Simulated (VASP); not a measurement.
## Se: relaxation of cell and atoms with PBE

Crystal: Se.

```
CELL_PARAMETERS angstrom
5.52397 3.18927 1.87275
-5.52397 3.18927 1.87275
0.00000 -6.37853 1.87275
ATOMIC_POSITIONS crystal
Se 0.86179 0.73433 0.11448
Se 0.73433 0.11448 0.86179
Se 0.11448 0.86179 0.73433
Se 0.13821 0.26567 0.88552
Se 0.26567 0.88552 0.13821
Se 0.88552 0.13821 0.26567
```

| Property | Result |
| --- | --- |
| Program | VASP 6.6.1 |
| Task | relaxation of cell and atoms |
| Functional | PBE |
| Potentials or basis | VASP PAW PBE potentials, release 64 (Se) |
| Cutoff | 600 eV |
| k mesh | 6 × 6 × 6 |
| Occupations | gaussian, width 0.02 eV |
| Spin | no spin polarisation |
| Dipole correction | no |
| Further INCAR settings | ALGO = Normal; EDIFF = 1e-07; IBRION = 2; EDIFFG = -0.005; NSW = 100; ISIF = 3 |

| Item | Value |
| --- | --- |
| Relaxed volume | 33.04 Å³/atom |
| Relaxed cell | a = 6.651 Å, b = 6.651 Å, c = 6.651 Å, α = 112.40°, β = 112.40°, γ = 112.40° |
| Space group after relaxing (to 0.1 Å) | R-3 (No. 148) |
| Energy gained by relaxing | 0.0 meV/atom |
| Ionic steps | 3 |
| Pressure after relaxing | 0.0 GPa |
| Largest force after relaxing | 0.005 eV/Å |
| Band gap on the k mesh | 1.57 eV (least direct gap 1.64 eV) |

Forces on the atoms (eV/Å):
```
Se   0.002 -0.001 -0.004
Se  -0.002 -0.001 -0.004
Se   0.000  0.002 -0.004
Se  -0.002  0.001  0.004
Se   0.002  0.001  0.004
Se   0.000 -0.002  0.004
```

The path:
```csv
step,energy change (eV),largest force (eV/Å),pressure (GPa),volume (Å³)
1,0.0000,0.0322,0.10,197.96
2,0.0000,0.0241,-0.11,198.55
3,-0.0002,0.0049,0.00,198.25
```

Final structure:
```
CELL_PARAMETERS angstrom
5.52708 3.19106 1.87342
-5.52708 3.19106 1.87342
0.00000 -6.38212 1.87342
ATOMIC_POSITIONS crystal
Se 0.86167 0.73419 0.11442
Se 0.73419 0.11442 0.86167
Se 0.11442 0.86167 0.73419
Se 0.13833 0.26581 0.88558
Se 0.26581 0.88558 0.13833
Se 0.88558 0.13833 0.26581
```

Levels at points of the mesh, in eV from the valence-band top:
```
           k point  band 15  band 16  band 17  band 18  band 19  band 20  band 21  band 22
(0.00, 0.00, 0.00)    -0.59    -0.55    -0.32    -0.32     2.21     2.21     2.65     3.00
(0.50, 0.00, 0.00)    -0.94    -0.56    -0.17     0.00     2.16     2.33     2.54     2.87
(0.50, 0.50, 0.00)    -1.02    -0.92    -0.67     0.00     1.64     2.26     2.56     2.63
(0.50, 0.50, 0.50)    -0.98    -0.89    -0.89    -0.55     1.82     1.82     2.54     3.25
```

Run time: 4.6 min on 1 thread of Intel(R) Xeon(R) 6975P-C (Granite Rapids), with other jobs on the host, peak memory 0.51 GiB.

Caveat: this functional lacks dispersion, which holds the molecules together, so the pressure and a relaxed volume are unreliable. A k mesh can miss the band edges.
